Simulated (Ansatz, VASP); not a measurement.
## KBr in VASP and in Ansatz

The input INCAR:

```
SYSTEM = KBr
PREC = Accurate
ENCUT = 500
EDIFF = 1E-6
ISMEAR = 0
SIGMA = 0.01
LREAL = .False.
LASPH = .True.
NELM = 120
ALGO = Normal
ISIF = 2
LWAVE = .False.
LCHARG = .False.
GGA = PE
NBANDS = 15
GGA_COMPAT = .False.
```

KPOINTS

```
regular mesh
0
Gamma
  4 4 4
  0 0 0
```

The input POSCAR:

```
KBr
1.0
    3.9762553130      0.0000000000      0.0000000000
    0.0000000000      3.9762553130      0.0000000000
    0.0000000000      0.0000000000      3.9762553130
K Br
1 1
Direct
    0.0000000000      0.0000000000      0.0000000000
    0.5000000000      0.5000000000      0.5000000000
```

Input for Ansatz:

```yaml
crystal:
  lattice:
    - [3.976255313, 0.0, 0.0]
    - [0.0, 3.976255313, 0.0]
    - [0.0, 0.0, 3.976255313]
  atoms:
    - { symbol: K, position: [0.0, 0.0, 0.0] }
    - { symbol: Br, position: [0.5, 0.5, 0.5] }
kpoints:
  mp_grid: { grid: [4, 4, 4] }
hamiltonian:
  xc: pbe
scf:
  occupations: { method: fixed }
  n_extra_bands: 4
output:
  forces: true
  stress: true
  eigenvalues: true
```

Alike in both runs: task single point; functional PBE; k mesh 4 × 4 × 4; no spin polarisation.

|  | VASP | Ansatz |
| --- | --- | --- |
| version | VASP 6.6.1 | Ansatz 0.2.0 |
| potentials or method | VASP PAW PBE potentials, release 64 (K_sv, Br) | plane waves, PAW |
| plane-wave cutoff (eV) | 500 | 420 |
| occupations | gaussian, width 0.01 eV | fixed |
| valence electrons in the cell | 16 | 16 |

```tsv
	VASP	Ansatz	Ansatz less VASP
gap on the k mesh at the Fermi level (eV)	4.02	4.02	+0.001
pressure (GPa)	0.9	0.9	-0.05
```
